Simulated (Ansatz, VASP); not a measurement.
**One calculation of RuF2, two programs**

Contents of INCAR:

```
ALGO     = Normal         # electronic algorithm
EDIFF    = 1E-7           # SCF threshold, eV
ENCUT    = 520            # plane-wave cutoff, eV
GGA      = PE             # functional
ISIF     = 2              # what is computed and relaxed
ISMEAR   = 0              # smearing method
ISPIN    = 2              # spin polarisation
LASPH    = T              # aspherical terms in the spheres
LCHARG   = T              # write CHGCAR
LELF     = T              # ELF
LMAXMIX  = 4              # l up to which the mixer works
LORBIT   = 11             # projections on sites
LREAL    = F              # projectors in reciprocal space
LVHAR    = T            
LWAVE    = F              # write WAVECAR
MAGMOM   = 1 1 0 0 0 0    # initial moments
NBANDS   = 41             # bands
NELM     = 150            # most SCF steps
PREC     = Accurate       # precision mode
SIGMA    = 0.1            # smearing width, eV
```

The input KPOINTS:

```
k-points
0
Gamma
  6 6 6
```

File POSCAR:

```
RuF2
1.0
    0.0000000000      3.2550038470      3.2550038470
    3.2550038470      0.0000000000      3.2550038470
    3.2550038470      3.2550038470      0.0000000000
Ru F
2 4
Direct
    0.0000000000      0.0000000000      0.0000000000
    0.2500000000      0.2500000000      0.2500000000
    0.6250000000      0.6250000000      0.6250000000
    0.1250000000      0.6250000000      0.6250000000
    0.6250000000      0.6250000000      0.1250000000
    0.6250000000      0.1250000000      0.6250000000
```

Input for Ansatz:

```yaml
crystal:
  lattice:
    - [0.0, 3.255003847, 3.255003847]
    - [3.255003847, 0.0, 3.255003847]
    - [3.255003847, 3.255003847, 0.0]
  atoms:
    - { symbol: Ru, position: [0.0, 0.0, 0.0], spin: 1.0 }
    - { symbol: Ru, position: [0.25, 0.25, 0.25], spin: 1.0 }
    - { symbol: F, position: [0.625, 0.625, 0.625] }
    - { symbol: F, position: [0.125, 0.625, 0.625] }
    - { symbol: F, position: [0.625, 0.625, 0.125] }
    - { symbol: F, position: [0.625, 0.125, 0.625] }
basis:
  ecutwfc: 420
kpoints:
  mp_grid: { grid: [6, 6, 6] }
hamiltonian:
  xc: pbe
scf:
  occupations: { method: gaussian, width: 0.1 }
  lower_state_search: "off"
output:
  forces: true
  stress: true
  eigenvalues: true
  populations: true
magnetization:
  spin_polarized: true
```

Alike in both runs: task single point; functional PBE; k mesh 6 × 6 × 6; occupations gaussian, width 0.1 eV; collinear spin.

```csv
,VASP,Ansatz
version,VASP 6.6.1,Ansatz 0.2.0
potentials or method,"VASP PAW PBE potentials, release 64 (Ru_pv, F), cutoff 520 eV","scalar-relativistic, plane waves, PAW"
valence electrons in the cell,56,60
```

```tsv
	VASP	Ansatz	Ansatz less VASP
gap on the k mesh at the Fermi level (eV)	none	none	-
pressure (GPa)	-1.1	-0.4	+0.69
net moment per atom (μB)	1.07	1.01	-0.063
size of the moment on the site where the two differ most (μB)	0.14	0.02	-0.116
```

Site moments also hang on the region over which each program counts them. A gap of «none» marks a metal or a gap that the smearing closes. The functional is the same, so the differences come from potentials, cutoffs and numerics. VASP's potentials hold 56 valence electrons a cell and Ansatz's 60, so a difference there can come from the potentials and not from the codes.
